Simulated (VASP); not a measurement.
# Pd (Pm-3m) in VASP: single point with PBE

Aim: the single point of Pd with PBE.

All numbers are computed with VASP 6.6.1; they aren't measurements. Logs are shortened: lines on timing, memory, paths and dates and some standing lists are left out, and cuts for length are marked.

## 1. The cell of the first run

Symmetry: Pm-3m, No. 221, cubic system. Conventional cell: a = 2.615 Å, b = 2.615 Å, c = 2.615 Å, α = 90.00°, β = 90.00°, γ = 90.00°. Within 3.4 Å of Pd (site symmetry m-3m) lie 6 Pd at 2.61 Å.

## 2. Single point, PBE

File INCAR:

```
SYSTEM = Pd
ALGO = Normal ; EDIFF = 1E-6
ENCUT = 520 ; GGA = PE
ISIF = 2 ; ISMEAR = -1
LASPH = .TRUE. ; LCHARG = .TRUE.
LELF = .TRUE. ; LREAL = .FALSE.
LVHAR = .TRUE. ; LWAVE = .FALSE.
NBANDS = 11 ; NELM = 80
PREC = Accurate ; SIGMA = 0.08
```

File KPOINTS:

```
k-points
0
G
  15 15 15
  0 0 0
```

File POSCAR:

```
Pd
1.0
    2.6146366535      0.0000000000      0.0000000000
    0.0000000000      2.6146366535      0.0000000000
    0.0000000000      0.0000000000      2.6146366535
Pd
1
Direct
    0.0000000000      0.0000000000      0.0000000000
```

Potentials or basis: VASP PAW PBE potentials, release 64 (Pd).

Command:

```bash
cat potpaw_PBE.64/Pd/POTCAR > POTCAR
mpirun -np 1 vasp_std > vasp.out
```

OUTCAR:

```text
SYSTEM = Pd
   EDIFF = 1E-6
   ENCUT = 520
   GGA = PE
   ISIF = 2
   ISMEAR = -1
   LASPH = .TRUE.
   LREAL = .FALSE.
   NELM = 80
   PREC = Accurate

 ion  position               nearest neighbor table
   1  0.000  0.000  0.000-

  LATTYP: Found a simple cubic cell.
 ALAT       =     2.6146366535

  Lattice vectors:

 A1 = (   2.6146366535,   0.0000000000,   0.0000000000)
 A2 = (   0.0000000000,   2.6146366535,   0.0000000000)
 A3 = (   0.0000000000,   0.0000000000,   2.6146366535)

Analysis of symmetry for initial positions (statically):
=====================================================================
 Subroutine PRICEL returns:
 Original cell was already a primitive cell.

 Routine SETGRP: Setting up the symmetry group for a
 simple cubic supercell.

 Subroutine GETGRP returns: Found 48 space group operations
 (whereof 48 operations were pure point group operations)
 out of a pool of 48 trial point group operations.

The static configuration has the point symmetry O_h .

Analysis of symmetry for dynamics (positions and initial velocities):
=====================================================================
 Subroutine PRICEL returns:
 Original cell was already a primitive cell.

 Routine SETGRP: Setting up the symmetry group for a
 simple cubic supercell.

 Subroutine GETGRP returns: Found 48 space group operations
 (whereof 48 operations were pure point group operations)
 out of a pool of 48 trial point group operations.

The dynamic configuration has the point symmetry O_h .

 Subroutine INISYM returns: Found 48 space group operations
 (whereof 48 operations are pure point group operations),
 and found     1 'primitive' translations

----------------------------------------------------------------------------------------

                                     Primitive cell

  volume of cell :      17.8745

  direct lattice vectors                    reciprocal lattice vectors
     2.614636653  0.000000000  0.000000000     0.382462320  0.000000000  0.000000000
     0.000000000  2.614636653  0.000000000     0.000000000  0.382462320  0.000000000
     0.000000000  0.000000000  2.614636653     0.000000000  0.000000000  0.382462320

  length of vectors
     2.614636653  2.614636653  2.614636653     0.382462320  0.382462320  0.382462320

  position of ions in fractional coordinates (direct lattice)
     0.000000000  0.000000000  0.000000000

  ion indices of the primitive-cell ions
   primitive index   ion index
                 1           1

----------------------------------------------------------------------------------------

 KPOINTS: k-points

Automatic generation of k-mesh.
 Grid dimensions read from file:
 generate k-points for:   15   15   15

 Generating k-lattice:

  Cartesian coordinates                     Fractional coordinates (reciprocal lattice)
     0.025497488  0.000000000  0.000000000     0.066666667  0.000000000  0.000000000
     0.000000000  0.025497488  0.000000000     0.000000000  0.066666667  0.000000000
     0.000000000  0.000000000  0.025497488     0.000000000  0.000000000  0.066666667

  Length of vectors
     0.025497488  0.025497488  0.025497488

  Shift w.r.t. Gamma in fractional coordinates (k-lattice)
     0.000000000  0.000000000  0.000000000

 Subroutine IBZKPT returns following result:
 ===========================================

 Found    120 irreducible k-points:

 Following reciprocal coordinates:
            Coordinates               Weight
  0.000000  0.000000  0.000000      1.000000
  0.066667  0.000000  0.000000      6.000000
  0.133333  0.000000  0.000000      6.000000
  0.200000  0.000000  0.000000      6.000000
  0.266667  0.000000  0.000000      6.000000
  0.333333  0.000000  0.000000      6.000000
[... 16 lines left out ...]
  0.266667  0.200000  0.000000     24.000000
  0.333333  0.200000  0.000000     24.000000
 [... further k-points ...]
   k-points           NKPTS =    120   k-points in BZ     NKDIM =    120   number of bands    NBANDS=     11
   number of dos      NEDOS =    301   number of ions     NIONS =      1
   total plane-waves  NPLWV =   8000
   dimension x,y,z NGX =    20 NGY =   20 NGZ =   20
   dimension x,y,z NGXF=    40 NGYF=   40 NGZF=   40
   ions per type =               1
   NGX,Y,Z   is equivalent  to a cutoff of  12.72, 12.72, 12.72 a.u.
   NGXF,Y,Z  is equivalent  to a cutoff of  25.43, 25.43, 25.43 a.u.
 SYSTEM =  Pd
   PREC   = accura    normal or accurate (medium, high low for compatibility)
   ISTART =      0    job   : 0-new  1-cont  2-samecut
   ICHARG =      2    charge: 1-file 2-atom 10-const
   ISPIN  =      1    spin polarized calculation?
   LNONCOLLINEAR =      F non collinear calculations
   LSORBIT =      F    spin-orbit coupling
   LASPH  =      T    aspherical Exc in radial PAW
   ENCUT  =  520.0 eV  38.22 Ry    6.18 a.u.   4.86  4.86  4.86*2*pi/ulx,y,z
   NELM   =     80;   NELMIN=  2; NELMDL= -5     # of ELM steps
   EDIFF  = 0.1E-05   stopping-criterion for ELM
   LREAL  =      F    real-space projection
   EDIFFG = 0.1E-04   stopping-criterion for IOM
   NSW    =      0    number of steps for IOM
   IBRION =     -1    ionic relax: 0-MD 1-quasi-New 2-CG
   NFREE  =      0    steps in history (QN), initial steepest desc. (CG)
   ISIF   =      2    stress and relaxation
   ISYM   =      2    0-nonsym 1-usesym 2-fastsym
   POTIM  = 0.5000    time-step for ionic-motion
   TEBEG  =    0.0;   TEEND  =   0.0 temperature during run
   PSTRESS=    0.0 pullay stress
   NELECT =      10.0000    total number of electrons
   NUPDOWN=      -1.0000    fix difference up-down
   EMIN   =  10.00;   EMAX   =-10.00  energy-range for DOS
   EFERMI =   0.00;   METHOD = LEGACY
   ISMEAR =    -1;   SIGMA  =   0.08  broadening in eV -4-tet -1-fermi 0-gaus
   EFERMI_NEDOS =   21; number of points for ismear=-14 and -15
   IALGO  =     38    algorithm
   IMIX   =      4    mixing-type and parameters
     AMIX     =   0.40;   BMIX     =  1.00
     AMIX_MAG =   1.60;   BMIX_MAG =  1.00
  volume/ion in A,a.u.               =      17.87       120.62
  Fermi-wavevector in a.u.,A,eV,Ry     =   1.348953  2.549152 24.758171  1.819674
  Thomas-Fermi vector in A             =   2.476580
   LORBIT       =      0    0 simple, 1 ext, 2 COOP (PROOUT), +10 PAW based schemes
   GGA     = PE    functional components
   LHFCALC =     F    Hartree Fock is set to
   AEXX    =    0.0000 exact exchange contribution
   IVDW    =     0    specifies the selected vdW correction
   LEPSILON=     F    determine dielectric tensor
   LRPA    =     F    only Hartree local field effects (RPA)
 non-spin polarized calculation
  energy-cutoff  :      520.00
  volume of cell :       17.87
 maximum number of plane-waves:       493
 NGX is ok and might be reduce to    20
   NGX =  9   NGY =  9   NGZ =  9

 number of electron      10.0000007 magnetization

 Free energy of the ion-electron system (eV)
  ---------------------------------------------------
  ext. energy  EPLUGINS =         0.00000000
  ---------------------------------------------------
  free energy    TOTEN  =        -4.73011465 eV

  energy without entropy =       -4.70029091  energy(sigma->0) =       -4.71520278

 E-fermi :   7.1351     XC(G=0): -11.8896

 val. band max:        7.1323017514   @ k =   0.0000   0.0000   0.0000
 cond. band min:       7.1362689262   @ k =   0.4667   0.0667   0.0667
 fundamental gap:      0.0039671747
 Fermi energy:         7.1351182084

 k-point     1 :       0.0000    0.0000    0.0000
  band No.  band energies     occupation
      1       1.2306      2.00000
      2       2.6888      2.00000
      3       2.6888      2.00000
      4       7.1323      1.01760
      5       7.1323      1.01760
      6       7.1323      1.01760
      7      23.5518      0.00000
      8      23.5518      0.00000
      9      23.5518      0.00000
     10      29.8329      0.00000
     11      29.8591      0.00000

 k-point     2 :       0.0667    0.0000    0.0000
  band No.  band energies     occupation
      1       1.3448      2.00000
      2       2.7078      2.00000
      3       2.7788      2.00000
      4       7.0567      1.45434
      5       7.0567      1.45434
      6       7.1383      0.97985
      7      22.6105      0.00000
      8      23.7406      0.00000
      9      23.7406      0.00000
     10      29.5575      0.00000
     11      29.9057      0.00000

 k-point     3 :       0.1333    0.0000    0.0000
  band No.  band energies     occupation
      1       1.6561      2.00000
      2       2.7620      2.00000
      3       3.0663      2.00000
      4       6.8490      1.94557
      5       6.8490      1.94557
      6       7.1554      0.87365
      7      20.7131      0.00000
      8      24.2838      0.00000
      9      24.2838      0.00000
     10      28.8526      0.00000
     11      29.8652      0.00000

 k-point     4 :       0.2000    0.0000    0.0000
  band No.  band energies     occupation
      1       2.0736      2.00000
      2       2.8432      2.00000
      3       3.6003      2.00000
      4       6.5578      1.99853
      5       6.5578      1.99853
      6       7.1808      0.72221
      7      18.6521      0.00000
      8      25.1212      0.00000
      9      25.1212      0.00000
     10      27.9536      0.00000
     11      29.7406      0.00000

 k-point     5 :       0.2667    0.0000    0.0000
  band No.  band energies     occupation
      1       2.4917      2.00000
      2       2.9383      2.00000
      3       4.4130      2.00000
      4       6.2424      1.99997
      5       6.2424      1.99997
      6       7.2100      0.56327
      7      16.6551      0.00000
      8      26.1723      0.00000
      9      26.1723      0.00000
     10      27.0571      0.00000
     11      29.4767      0.00000
[... 211 lines left out ...]
 k-point    21 :       0.4667    0.1333    0.0000
  band No.  band energies     occupation
      1       3.2782      2.00000
      2       3.8559      2.00000
      3       4.6827      2.00000
      4       5.6764      2.00000
      5       7.0209      1.61315
      6       8.5268      0.00000
      7      12.2113      0.00000
      8      24.8233      0.00000
      9      26.8417      0.00000
     10      27.8076      0.00000
     11      30.3216      0.00000

 k-point    22 :       0.2000    0.2000    0.0000
  band No.  band energies     occupation
      1       2.7357      2.00000
      2       3.5650      2.00000
      3       3.9392      2.00000
      4       6.1198      1.99999
      5       6.5706      1.99828
      6       6.6851      1.99282
      7      19.3833      0.00000
      8      20.2165      0.00000
      9      26.6990      0.00000
     10      28.1014      0.00000
     11      32.6763      0.00000

 k-point    23 :       0.2667    0.2000    0.0000
  band No.  band energies     occupation
      1       2.9728      2.00000
      2       3.7817      2.00000
      3       4.4379      2.00000
      4       6.1819      1.99999
      5       6.3129      1.99993
      6       6.6792      1.99332
      7      17.5973      0.00000
      8      20.7211      0.00000
      9      27.6303      0.00000
     10      27.7573      0.00000
     11      31.2830      0.00000

 k-point    24 :       0.3333    0.2000    0.0000
  band No.  band energies     occupation
      1       3.1674      2.00000
      2       3.9057      2.00000
      3       4.6697      2.00000
      4       6.0413      2.00000
      5       6.7138      1.98973
      6       6.8958      1.90440
      7      15.6508      0.00000
      8      21.6075      0.00000
      9      26.9707      0.00000
     10      28.9541      0.00000
     11      29.7541      0.00000

 [... further k-points ...]

------------------------ aborting loop because EDIFF is reached ----------------------------------------

  FORCE on cell =-STRESS in cart. coord.  units (eV):
  Direction    XX          YY          ZZ          XY          YZ          ZX
  --------------------------------------------------------------------------------------
  -------------------------------------------------------------------------------------
  Total       -0.0397081     -0.0397081     -0.0397081      0.0000000     -0.0000000     -0.0000000
  in kB       -3.5592302     -3.5592302     -3.5592302      0.0000000     -0.0000000     -0.0000000
  external PRESSURE =      -3.5592302 kB  Pullay stress =       0.0000000 kB

 VOLUME and BASIS-vectors are now :
 -----------------------------------------------------------------------------
  energy-cutoff  :      520.00
  volume of cell :       17.87
      direct lattice vectors                 reciprocal lattice vectors
     2.614636653  0.000000000  0.000000000     0.382462320  0.000000000  0.000000000
     0.000000000  2.614636653  0.000000000     0.000000000  0.382462320  0.000000000
     0.000000000  0.000000000  2.614636653     0.000000000  0.000000000  0.382462320

 POSITION                                       TOTAL-FORCE (eV/Angst)
 -----------------------------------------------------------------------------------
      0.00000      0.00000      0.00000         0.000000      0.000000      0.000000
 -----------------------------------------------------------------------------------
    total drift:                               -0.000000      0.000000     -0.000000

  FREE ENERGIE OF THE ION-ELECTRON SYSTEM (eV)
  ---------------------------------------------------
  free  energy   TOTEN  =        -4.7301146531 eV

  energy  without entropy=       -4.7002909076  energy(sigma->0) =       -4.71520278
```

Run time: 14 s. Hardware: 1 thread of AMD EPYC 7R43 (Zen 3), shared host; peak memory 0.1 GiB.

What came out:

- Free energy: -4.7301 eV
- Pressure: -0.4 GPa
- Band gap on the k mesh: zero (band 5 reaches 8.24 eV, above the bottom of band 6 at 6.52 eV)

Levels at points of the mesh, in eV from the Fermi level:
```csv
k point,band 3,band 4,band 5,band 6,band 7,band 8
"(0.00, 0.00, 0.00)",-4.45,0.00,0.00,0.00,16.42,16.42
```
